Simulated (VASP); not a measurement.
# NaH (I4/mmm) in VASP: further runs, part 2 of 2

VASP 6.6.1. Earlier steps stand in the parts before.

### 5 Single point, PBEsol (zz strain of +2 %)

INCAR

```
  ALGO = Normal
  EDIFF = 1E-6
  ENCUT = 520
  GGA = PS
  ISIF = 2
  ISMEAR = -1
  LASPH = T
  LCHARG = F
  LREAL = F
  LWAVE = F
  NBANDS = 11
  NELM = 80
  PREC = Accurate
  SIGMA = 0.03
```

KPOINTS

```
k-points
0
Gamma
  9 9 9
```

POSCAR

```
NaH
1.0
    0.0000000000      2.4400000000      2.4888000000
    2.4400000000      0.0000000000      2.4888000000
    2.4400000000      2.4400000000      0.0000000000
Na H
1 1
Direct
    0.0000000000      0.0000000000      0.0000000000
    0.5000000000      0.5000000000      0.5000000000
```

Potentials or basis: VASP PAW PBE potentials, release 64 (Na_pv, H).

The run is started by

```
cat potpaw_PBE.64/Na_pv/POTCAR potpaw_PBE.64/H/POTCAR > POTCAR
mpirun -np 1 vasp_std > vasp.out
```

OUTCAR:

```text
EDIFF = 1E-6
   ENCUT = 520
   GGA = PS
   ISIF = 2
   ISMEAR = -1
   LASPH = T
   LREAL = F
   NELM = 80
   PREC = Accurate

 ion  position               nearest neighbor table
   1  0.000  0.000  0.000-
   2  0.500  0.500  0.500-

  LATTYP: Found a body centered tetragonal cell.
 ALAT       =     3.4506810922
 C/A-ratio  =     1.4424978336

  Lattice vectors:

 A1 = (  -2.4400000000,   0.0000000000,   2.4888000000)
 A2 = (   2.4400000000,   0.0000000000,   2.4888000000)
 A3 = (   0.0000000000,   2.4400000000,  -2.4888000000)

Analysis of symmetry for initial positions (statically):
=====================================================================
 Subroutine PRICEL returns:
 Original cell was already a primitive cell.

 Routine SETGRP: Setting up the symmetry group for a
 body centered tetragonal supercell.

 Subroutine GETGRP returns: Found 16 space group operations
 (whereof 16 operations were pure point group operations)
 out of a pool of 16 trial point group operations.

The static configuration has the point symmetry D_4h.

Analysis of symmetry for dynamics (positions and initial velocities):
=====================================================================
 Subroutine PRICEL returns:
 Original cell was already a primitive cell.

 Routine SETGRP: Setting up the symmetry group for a
 body centered tetragonal supercell.

 Subroutine GETGRP returns: Found 16 space group operations
 (whereof 16 operations were pure point group operations)
 out of a pool of 16 trial point group operations.

The dynamic configuration has the point symmetry D_4h.

 Subroutine INISYM returns: Found 16 space group operations
[... 112 lines left out ...]
   ISMEAR =    -1;   SIGMA  =   0.03  broadening in eV -4-tet -1-fermi 0-gaus
   EFERMI_NEDOS =   21; number of points for ismear=-14 and -15
   IALGO  =     38    algorithm
   IMIX   =      4    mixing-type and parameters
     AMIX     =   0.40;   BMIX     =  1.00
     AMIX_MAG =   1.60;   BMIX_MAG =  1.00
  volume/ion in A,a.u.               =      14.82        99.99
  Fermi-wavevector in a.u.,A,eV,Ry     =   1.058047  1.999419 15.231224  1.119463
  Thomas-Fermi vector in A             =   2.193342
   LORBIT       =      0    0 simple, 1 ext, 2 COOP (PROOUT), +10 PAW based schemes
   GGA     = PS    functional components
   LHFCALC =     F    Hartree Fock is set to
   AEXX    =    0.0000 exact exchange contribution
   IVDW    =     0    specifies the selected vdW correction
   LEPSILON=     F    determine dielectric tensor
   LRPA    =     F    only Hartree local field effects (RPA)
 non-spin polarized calculation
  energy-cutoff  :      520.00
  volume of cell :       29.63
 maximum number of plane-waves:       817
 NGX is ok and might be reduce to    28
   NGX = 13   NGY = 13   NGZ = 13

 number of electron       8.0000008 magnetization

 Free energy of the ion-electron system (eV)
  ---------------------------------------------------
  ext. energy  EPLUGINS =         0.00000000
  ---------------------------------------------------
  free energy    TOTEN  =        -5.07505866 eV

  energy without entropy =       -5.07505866  energy(sigma->0) =       -5.07505866

 E-fermi :  -0.5845     XC(G=0):  -7.7233

 val. band max:       -1.2894632097   @ k =  -0.3333   0.1111   0.4444
 cond. band min:       2.4713838561   @ k =  -0.4444   0.1111   0.0000
 fundamental gap:      3.7608470658
 Fermi energy:        -0.5845457258

 k-point     1 :       0.0000    0.0000    0.0000
  band No.  band energies     occupation
      1     -23.3332      2.00000
      2     -23.3267      2.00000
      3     -23.3267      2.00000
      4      -4.8287      2.00000
      5       8.7398      0.00000
      6      13.7313      0.00000
      7      13.8313      0.00000
      8      13.8313      0.00000
      9      14.6222      0.00000
     10      14.6311      0.00000
     11      14.6311      0.00000
[... 309 lines left out ...]
 k-point    24 :       0.4444    0.4444    0.0000
  band No.  band energies     occupation
      1     -23.4034      2.00000
      2     -23.3521      2.00000
      3     -23.3521      2.00000
      4      -1.6693      2.00000
      5       3.1569      0.00000
      6       8.5530      0.00000
      7       9.1808      0.00000
      8       9.1808      0.00000
      9      10.1742      0.00000
     10      21.1842      0.00000
     11      23.2546      0.00000

 [... further k-points ...]
[... 5 lines left out ...]
  --------------------------------------------------------------------------------------
  -------------------------------------------------------------------------------------
  Total       -0.2609057     -0.2609057     -0.3504808      0.0000000      0.0000000      0.0000000
  in kB      -14.1056955    -14.1056955    -18.9485157      0.0000000      0.0000000      0.0000000
  external PRESSURE =     -15.7199689 kB  Pullay stress =       0.0000000 kB

 VOLUME and BASIS-vectors are now :
 -----------------------------------------------------------------------------
  energy-cutoff  :      520.00
  volume of cell :       29.63
      direct lattice vectors                 reciprocal lattice vectors
     0.000000000  2.440000000  2.488800000    -0.204918033  0.204918033  0.200900032
     2.440000000  0.000000000  2.488800000     0.204918033 -0.204918033  0.200900032
     2.440000000  2.440000000  0.000000000     0.204918033  0.204918033 -0.200900032

 POSITION                                       TOTAL-FORCE (eV/Angst)
 -----------------------------------------------------------------------------------
      0.00000      0.00000      0.00000        -0.000000      0.000000     -0.000000
      2.44000      2.44000      2.48880         0.000000     -0.000000      0.000000
 -----------------------------------------------------------------------------------
    total drift:                               -0.000000     -0.000000     -0.000000

  FREE ENERGIE OF THE ION-ELECTRON SYSTEM (eV)
  ---------------------------------------------------
  free  energy   TOTEN  =        -5.0750586650 eV

  energy  without entropy=       -5.0750586650  energy(sigma->0) =       -5.07505866
```

OSZICAR:

```text
N       E                     dE             d eps       ncg     rms          rms(c)
DAV:   1     0.358394349202E+02    0.35839E+02   -0.45317E+03  1653   0.732E+02
DAV:   2    -0.422410510679E+01   -0.40064E+02   -0.39408E+02  1718   0.185E+02
DAV:   3    -0.543817709539E+01   -0.12141E+01   -0.12127E+01  2001   0.320E+01
DAV:   4    -0.544630625534E+01   -0.81292E-02   -0.81285E-02  1911   0.267E+00
DAV:   5    -0.544638108692E+01   -0.74832E-04   -0.74831E-04  1932   0.260E-01    0.286E+00
DAV:   6    -0.515060241971E+01    0.29578E+00   -0.30592E-01  2015   0.312E+00    0.131E+00
DAV:   7    -0.507236628718E+01    0.78236E-01   -0.27458E-01  1866   0.218E+00    0.334E-01
DAV:   8    -0.507512500392E+01   -0.27587E-02   -0.68217E-03  1830   0.942E-01    0.593E-02
DAV:   9    -0.507506804473E+01    0.56959E-04   -0.78570E-04  2067   0.327E-01    0.193E-02
DAV:  10    -0.507505793419E+01    0.10111E-04   -0.44575E-05  1874   0.423E-02    0.298E-03
DAV:  11    -0.507505866499E+01   -0.73079E-06   -0.12544E-06  1903   0.652E-03
   1 F= -.50750587E+01 E0= -.50750587E+01  d E =-.277134E-11
```

stdout:

```text
POSCAR found type information on POSCAR NaH
 POSCAR found :  2 types and       2 ions
 scaLAPACK will be used
 -----------------------------------------------------------------------------
|                                                                             |
|                                                                             |
|     You enforced a specific xc type in the INCAR file but a different       |
|     I HOPE YOU KNOW WHAT YOU ARE DOING!                                     |
|                                                                             |
 -----------------------------------------------------------------------------

 LDA part: xc-table for (Slater+PW92), standard interpolation
 POSCAR, INCAR and KPOINTS ok, starting setup
 FFT: planning ... GRIDC
 FFT: planning ... GRID_SOFT
 FFT: planning ... GRID
 WAVECAR not read
 entering main loop
```

Wall time 30 s (1 thread of Intel Xeon 8259CL, shared host); peak memory 0.16 GiB.

What came out:

* Free energy: -5.0751 eV
* Pressure: -1.6 GPa
* Band gap on the k mesh: 3.76 eV (least direct gap 4.50 eV)

Levels at points of the mesh, in eV from the valence-band top:
| k point | band 1 | band 2 | band 3 | band 4 | band 5 | band 6 | band 7 | band 8 | band 9 |
| --- | --- | --- | --- | --- | --- | --- | --- | --- | --- |
| (0.00, 0.00, 0.00) | -22.04 | -22.04 | -22.04 | -3.54 | 10.03 | 15.02 | 15.12 | 15.12 | 15.91 |

Caveat: the cell differs from its parent crystal (zz strain of +2 %); the PAW data sets were made with another functional, which shifts forces and pressure a little; an odd mesh through Γ misses points on the zone boundary, where band edges can lie.

### 6 Single point, PBEsol (equal xx and yy strain of +1 %)

INCAR

```
SYSTEM = NaH
PREC     = Accurate       ! precision mode
ENCUT    = 520            ! plane-wave cutoff, eV
EDIFF    = 1E-7           ! SCF threshold, eV
ISMEAR   = -1             ! smearing method
SIGMA    = 0.03           ! smearing width, eV
LREAL    = .False.        ! projectors in reciprocal space
LASPH    = .True.         ! aspherical terms in the spheres
NELM     = 100            ! most SCF steps
ALGO     = Normal         ! electronic algorithm
ISIF     = 2              ! what is computed and relaxed
LWAVE    = .False.        ! write WAVECAR
LCHARG   = .False.        ! write CHGCAR
GGA      = PS             ! functional
NBANDS   = 11             ! bands
```

KPOINTS

```
Automatic mesh
0
Gamma
  9 9 9
  0 0 0
```

POSCAR

```
NaH
1.0
    0.0000000000      2.4644000000      2.4400000000
    2.4644000000      0.0000000000      2.4400000000
    2.4644000000      2.4644000000      0.0000000000
Na H
1 1
Direct
    0.0000000000      0.0000000000      0.0000000000
    0.5000000000      0.5000000000      0.5000000000
```

Potentials or basis: VASP PAW PBE potentials, release 64 (Na_pv, H).

The run is started by

```
cat potpaw_PBE.64/Na_pv/POTCAR potpaw_PBE.64/H/POTCAR > POTCAR
mpirun -np 1 vasp_std > vasp.out
```

OUTCAR:

```text
SYSTEM = NaH
   PREC = Accurate
   ENCUT = 520
   EDIFF = 1E-7
   ISMEAR = -1
   LREAL = .False.
   LASPH = .True.
   NELM = 100
   ISIF = 2
   GGA = PS

 ion  position               nearest neighbor table
   1  0.000  0.000  0.000-
   2  0.500  0.500  0.500-

  LATTYP: Found a body centered tetragonal cell.
 ALAT       =     3.4851879031
 C/A-ratio  =     1.4002114479

  Lattice vectors:

 A1 = (   0.0000000000,  -2.4644000000,  -2.4400000000)
 A2 = (   0.0000000000,   2.4644000000,  -2.4400000000)
 A3 = (   2.4644000000,   0.0000000000,   2.4400000000)

Analysis of symmetry for initial positions (statically):
=====================================================================
 Subroutine PRICEL returns:
 Original cell was already a primitive cell.

 Routine SETGRP: Setting up the symmetry group for a
 body centered tetragonal supercell.

 Subroutine GETGRP returns: Found 16 space group operations
 (whereof 16 operations were pure point group operations)
 out of a pool of 16 trial point group operations.

The static configuration has the point symmetry D_4h.

Analysis of symmetry for dynamics (positions and initial velocities):
=====================================================================
 Subroutine PRICEL returns:
 Original cell was already a primitive cell.

 Routine SETGRP: Setting up the symmetry group for a
 body centered tetragonal supercell.

 Subroutine GETGRP returns: Found 16 space group operations
 (whereof 16 operations were pure point group operations)
 out of a pool of 16 trial point group operations.

The dynamic configuration has the point symmetry D_4h.

 Subroutine INISYM returns: Found 16 space group operations
 (whereof 16 operations are pure point group operations),
 and found     1 'primitive' translations

----------------------------------------------------------------------------------------
[... 113 lines left out ...]
     AMIX_MAG =   1.60;   BMIX_MAG =  1.00
  volume/ion in A,a.u.               =      14.82       100.00
  Fermi-wavevector in a.u.,A,eV,Ry     =   1.058012  1.999354 15.230228  1.119390
  Thomas-Fermi vector in A             =   2.193306
   LORBIT       =      0    0 simple, 1 ext, 2 COOP (PROOUT), +10 PAW based schemes
   GGA     = PS    functional components
   LHFCALC =     F    Hartree Fock is set to
   AEXX    =    0.0000 exact exchange contribution
   IVDW    =     0    specifies the selected vdW correction
   LEPSILON=     F    determine dielectric tensor
   LRPA    =     F    only Hartree local field effects (RPA)
 non-spin polarized calculation
  energy-cutoff  :      520.00
  volume of cell :       29.64
 maximum number of plane-waves:       819
 NGX is ok and might be reduce to    28
   NGX = 13   NGY = 13   NGZ = 13

 number of electron       8.0000008 magnetization

 Free energy of the ion-electron system (eV)
  ---------------------------------------------------
  ext. energy  EPLUGINS =         0.00000000
  ---------------------------------------------------
  free energy    TOTEN  =        -5.07546939 eV

  energy without entropy =       -5.07546939  energy(sigma->0) =       -5.07546939

 E-fermi :  -0.6253     XC(G=0):  -7.7230

 val. band max:       -1.2928990791   @ k =  -0.3333   0.4444   0.1111
 cond. band min:       2.4756267408   @ k =  -0.4444   0.0000   0.1111
 fundamental gap:      3.7685258199
 Fermi energy:        -0.6253316748

 k-point     1 :       0.0000    0.0000    0.0000
  band No.  band energies     occupation
      1     -23.3304      2.00000
      2     -23.3304      2.00000
      3     -23.3272      2.00000
      4      -4.8284      2.00000
      5       8.7435      0.00000
      6      13.7780      0.00000
      7      13.7780      0.00000
      8      13.8276      0.00000
      9      14.6243      0.00000
     10      14.6243      0.00000
     11      14.6283      0.00000
[... 309 lines left out ...]
 k-point    24 :       0.4444    0.4444    0.0000
  band No.  band energies     occupation
      1     -23.3984      2.00000
      2     -23.3582      2.00000
      3     -23.3582      2.00000
      4      -1.5701      2.00000
      5       3.3678      0.00000
      6       8.3648      0.00000
      7       8.9411      0.00000
      8       8.9411      0.00000
      9      10.0991      0.00000
     10      21.3447      0.00000
     11      23.0765      0.00000

 [... further k-points ...]
[... 5 lines left out ...]
  --------------------------------------------------------------------------------------
  -------------------------------------------------------------------------------------
  Total       -0.3063150     -0.3063150     -0.2596918      0.0000000     -0.0000000      0.0000000
  in kB      -16.5590936    -16.5590936    -14.0386885      0.0000000     -0.0000000      0.0000000
  external PRESSURE =     -15.7189586 kB  Pullay stress =       0.0000000 kB

 VOLUME and BASIS-vectors are now :
 -----------------------------------------------------------------------------
  energy-cutoff  :      520.00
  volume of cell :       29.64
      direct lattice vectors                 reciprocal lattice vectors
     0.000000000  2.464400000  2.440000000    -0.202889141  0.202889141  0.204918033
     2.464400000  0.000000000  2.440000000     0.202889141 -0.202889141  0.204918033
     2.464400000  2.464400000  0.000000000     0.202889141  0.202889141 -0.204918033

 POSITION                                       TOTAL-FORCE (eV/Angst)
 -----------------------------------------------------------------------------------
      0.00000      0.00000      0.00000         0.000000      0.000000      0.000000
      2.46440      2.46440      2.44000         0.000000      0.000000      0.000000
 -----------------------------------------------------------------------------------
    total drift:                               -0.000000     -0.000000     -0.000000

  FREE ENERGIE OF THE ION-ELECTRON SYSTEM (eV)
  ---------------------------------------------------
  free  energy   TOTEN  =        -5.0754693935 eV

  energy  without entropy=       -5.0754693935  energy(sigma->0) =       -5.07546939
```

Run time: 35 s. Hardware: 1 thread of Intel Xeon 8259CL, shared host; peak memory 0.16 GiB.

Results:

* Free energy: -5.0755 eV
* Pressure: -1.6 GPa
* Band gap on the k mesh: 3.77 eV (least direct gap 4.50 eV)

Stress tensor (GPa, compression positive):
```
-1.66  0.00  0.00
 0.00 -1.66  0.00
 0.00  0.00 -1.40
```

Caveat: the cell differs from its parent crystal (equal xx and yy strain of +1 %); the PAW data sets were made with another functional, which shifts forces and pressure a little; an odd mesh through Γ misses points on the zone boundary, where band edges can lie.

### 7 The runs side by side

```csv
cell,gap on the mesh (eV),pressure (GPa)
"a = 3.433, b = 3.433, c = 3.451 Å, angles 59.8, 59.8, 60.3°, 2 atoms",3.82,-1.0
"a = 3.433, b = 3.433, c = 3.416 Å, angles 60.2, 60.2, 59.7°, 2 atoms",3.84,-0.8
"a = 3.468, b = 3.468, c = 3.451 Å, angles 60.2, 60.2, 59.7°, 2 atoms",3.79,-1.4
"a = 3.485, b = 3.485, c = 3.451 Å, angles 60.3, 60.3, 59.3°, 2 atoms",3.76,-1.6
"a = 3.468, b = 3.468, c = 3.485 Å, angles 59.8, 59.8, 60.3°, 2 atoms",3.77,-1.6
```

Alike in all rows: task single point; level PBEsol; potentials or basis VASP PAW PBE potentials, release 64 (Na_pv, H); no spin polarisation; k mesh 9 × 9 × 9; cutoff (eV) 520; smearing fermi-dirac 0.03 eV.

Caveats: the PAW data sets were made with another functional, which shifts forces and pressure a little; an odd mesh through Γ misses points on the zone boundary, where band edges can lie.

Total energies depend on the potentials used, so only differences within one code and one set of settings carry meaning.
